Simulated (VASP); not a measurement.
# CoSn (P6/mmm) in VASP: notebook, part 2 of 2

VASP 6.6.1.

## 3. Single point, PBE (17.81 Å³/atom)

This run uses another cell than the first one, of 17.81 Å³/atom.

Contents of INCAR:

```
SYSTEM = CoSn
ALGO = Fast ; EDIFF = 1E-6
ENCUT = 520 ; GGA = PE
ISIF = 2 ; ISMEAR = 0
LASPH = .TRUE. ; LCHARG = .FALSE.
LREAL = .FALSE. ; LWAVE = .FALSE.
NBANDS = 44 ; NELM = 100
PREC = Accurate ; SIGMA = 0.05
```

Contents of KPOINTS:

```
k-points
0
G
  10 10 10
  0 0 0
```

Contents of POSCAR:

```
CoSn
1.0
    5.3653870879      0.0000000000      0.0000000000
   -2.6826935440      4.6465615193      0.0000000000
    0.0000000000      0.0000000000      4.2868803814
Co Sn
3 3
Direct
    0.0000000000      0.5000000000      0.0000000000
    0.5000000000      0.5000000000      0.0000000000
    0.5000000000      0.0000000000      0.0000000000
    0.6666666667      0.3333333333      0.5000000000
    0.3333333333      0.6666666667      0.5000000000
    0.0000000000      0.0000000000      0.0000000000
```

Potentials or basis: VASP PAW PBE potentials, release 64 (Co, Sn_d).

Started as:

```console
cat potpaw_PBE.64/Co/POTCAR potpaw_PBE.64/Sn_d/POTCAR > POTCAR
mpirun -np 1 vasp_std > vasp.out
```

OUTCAR:

```text
SYSTEM = CoSn
   EDIFF = 1E-6
   ENCUT = 520
   GGA = PE
   ISIF = 2
   ISMEAR = 0
   LASPH = .TRUE.
   LREAL = .FALSE.
   NELM = 100
   PREC = Accurate

 ion  position               nearest neighbor table
   1  0.000  0.500  0.000-   4 2.64   5 2.64   4 2.64   5 2.64   2 2.68   2 2.68   3 2.68   3 2.68
                             6 2.68   6 2.68
   2  0.500  0.500  0.000-   4 2.64   5 2.64   4 2.64   5 2.64   1 2.68   1 2.68   6 2.68   6 2.68
                             3 2.68   3 2.68
   3  0.500  0.000  0.000-   4 2.64   5 2.64   4 2.64   5 2.64   6 2.68   6 2.68   1 2.68   1 2.68
                             2 2.68   2 2.68
   4  0.667  0.333  0.500-   1 2.64   1 2.64   3 2.64   3 2.64   2 2.64   2 2.64   5 3.10   5 3.10
                             5 3.10
   5  0.333  0.667  0.500-   1 2.64   1 2.64   3 2.64   3 2.64   2 2.64   2 2.64   4 3.10   4 3.10
                             4 3.10
   6  0.000  0.000  0.000-   3 2.68   3 2.68   2 2.68   2 2.68   1 2.68   1 2.68

  LATTYP: Found a hexagonal cell.
 ALAT       =     5.3653870879
 C/A-ratio  =     0.7989880900

  Lattice vectors:

 A1 = (   5.3653870879,   0.0000000000,   0.0000000000)
 A2 = (  -2.6826935440,   4.6465615193,   0.0000000000)
 A3 = (   0.0000000000,   0.0000000000,   4.2868803814)

Analysis of symmetry for initial positions (statically):
=====================================================================
 Subroutine PRICEL returns:
 Original cell was already a primitive cell.

 Routine SETGRP: Setting up the symmetry group for a
 hexagonal supercell.

 Subroutine GETGRP returns: Found 24 space group operations
 (whereof 24 operations were pure point group operations)
 out of a pool of 24 trial point group operations.

The static configuration has the point symmetry D_6h.

Analysis of symmetry for dynamics (positions and initial velocities):
=====================================================================
 Subroutine PRICEL returns:
 Original cell was already a primitive cell.

[... 138 lines left out ...]
  Thomas-Fermi vector in A             =   2.536416
   LORBIT       =      0    0 simple, 1 ext, 2 COOP (PROOUT), +10 PAW based schemes
   GGA     = PE    functional components
   LHFCALC =     F    Hartree Fock is set to
   AEXX    =    0.0000 exact exchange contribution
   IVDW    =     0    specifies the selected vdW correction
   LEPSILON=     F    determine dielectric tensor
   LRPA    =     F    only Hartree local field effects (RPA)
 non-spin polarized calculation
 RMM-DIIS sequential band-by-band and
 Gauss-broadening in eV      SIGMA  =   0.05
  energy-cutoff  :      520.00
  volume of cell :      106.87
 maximum number of plane-waves:      2905
 NGX is ok and might be reduce to    40
   NGX = 19   NGY = 19   NGZ = 15

 number of electron      69.0000003 magnetization

 Free energy of the ion-electron system (eV)
  ---------------------------------------------------
  ext. energy  EPLUGINS =         0.00000000
  ---------------------------------------------------
  free energy    TOTEN  =       -33.19193683 eV

  energy without entropy =      -33.19007912  energy(sigma->0) =      -33.19100798

 E-fermi :   9.2292     XC(G=0): -11.5006

 val. band max:        9.2255625955   @ k =   0.1000  -0.0000   0.5000
 cond. band min:       9.2587202912   @ k =   0.4000   0.2000   0.2000
 fundamental gap:      0.0331576956
 Fermi energy:         9.2291853504

 k-point     1 :       0.0000    0.0000    0.0000
  band No.  band energies     occupation
      1     -12.2753      2.00000
      2     -12.1666      2.00000
      3     -12.1666      2.00000
      4     -12.1248      2.00000
      5     -12.1248      2.00000
      6     -12.0208      2.00000
[... 1117 lines left out ...]
     43      14.0555      0.00000
     44      15.3571      0.00000

 [... further k-points ...]

------------------------ aborting loop because EDIFF is reached ----------------------------------------

  FORCE on cell =-STRESS in cart. coord.  units (eV):
  Direction    XX          YY          ZZ          XY          YZ          ZX
  --------------------------------------------------------------------------------------
  -------------------------------------------------------------------------------------
  Total       -3.0472290     -3.0472290     -3.1180963      0.0000000      0.0000000     -0.0000000
  in kB      -45.6816261    -45.6816261    -46.7440126      0.0000000      0.0000000     -0.0000000
  external PRESSURE =     -46.0357549 kB  Pullay stress =       0.0000000 kB

 VOLUME and BASIS-vectors are now :
 -----------------------------------------------------------------------------
  energy-cutoff  :      520.00
  volume of cell :      106.87
      direct lattice vectors                 reciprocal lattice vectors
     5.365387088  0.000000000  0.000000000     0.186379842  0.107606452  0.000000000
    -2.682693544  4.646561519  0.000000000     0.000000000  0.215212904  0.000000000
     0.000000000  0.000000000  4.286880381     0.000000000  0.000000000  0.233269863

 POSITION                                       TOTAL-FORCE (eV/Angst)
 -----------------------------------------------------------------------------------
     -1.34135      2.32328      0.00000        -0.000000      0.000000      0.000000
      1.34135      2.32328      0.00000        -0.000000      0.000000      0.000000
      2.68269      0.00000      0.00000        -0.000000      0.000000      0.000000
      2.68269      1.54885      2.14344        -0.000000      0.000000      0.000000
     -0.00000      3.09771      2.14344         0.000000      0.000000      0.000000
      0.00000      0.00000      0.00000        -0.000000      0.000000      0.000000
 -----------------------------------------------------------------------------------
    total drift:                               -0.000000      0.000000     -0.000000

  FREE ENERGIE OF THE ION-ELECTRON SYSTEM (eV)
  ---------------------------------------------------
  free  energy   TOTEN  =       -33.1919368307 eV

  energy  without entropy=      -33.1900791246  energy(sigma->0) =      -33.19100798
```

stdout:

```text
POSCAR found type information on POSCAR CoSn
 POSCAR found :  2 types and       6 ions
 scaLAPACK will be used
 LDA part: xc-table for (Slater+PW92), standard interpolation
 POSCAR, INCAR and KPOINTS ok, starting setup
 FFT: planning ... GRIDC
 FFT: planning ... GRID_SOFT
 FFT: planning ... GRID
 WAVECAR not read
 entering main loop
WARNING in EDDRMM: call to ZHEGV failed, returncode =   6  3     43
WARNING in EDDRMM: call to ZHEGV failed, returncode =   6  3     30
WARNING in EDDRMM: call to ZHEGV failed, returncode =   6  3     30
```

Wall time 6.2 min (1 thread of Oxide Virtual Turin-like, shared host); peak memory 0.4 GiB.

Results:

| Item | Value |
| --- | --- |
| Free energy | -33.1919 eV |
| Pressure | -4.6 GPa |
| Band gap on the k mesh | zero (an odd number of electrons rules out a gap without spin polarisation) |

Levels at points of the mesh, in eV from the Fermi level:
| k point | band 32 | band 33 | band 34 | band 35 | band 36 | band 37 |
| --- | --- | --- | --- | --- | --- | --- |
| (0.00, 0.00, 0.00) | -0.40 | -0.37 | -0.37 | 0.48 | 0.50 | 1.28 |
| (0.50, 0.00, 0.00) | -0.38 | -0.37 | 0.68 | 0.97 | 1.51 | 1.71 |
| (0.00, 0.00, 0.50) | -0.46 | -0.45 | -0.45 | -0.36 | -0.36 | -0.09 |
| (0.50, 0.00, 0.50) | -0.65 | -0.45 | -0.40 | -0.36 | -0.14 | 0.43 |

Caveat: the cell stands under tension; spin-orbit coupling is left out, which moves the levels of the heavy elements; the run has no spin polarisation, though such a crystal can be magnetic. Spin polarisation is off, so any magnetic state and its effect on volume and gap are missing.

The gap in the log of VASP goes by the Fermi energy; the results here count the filled bands.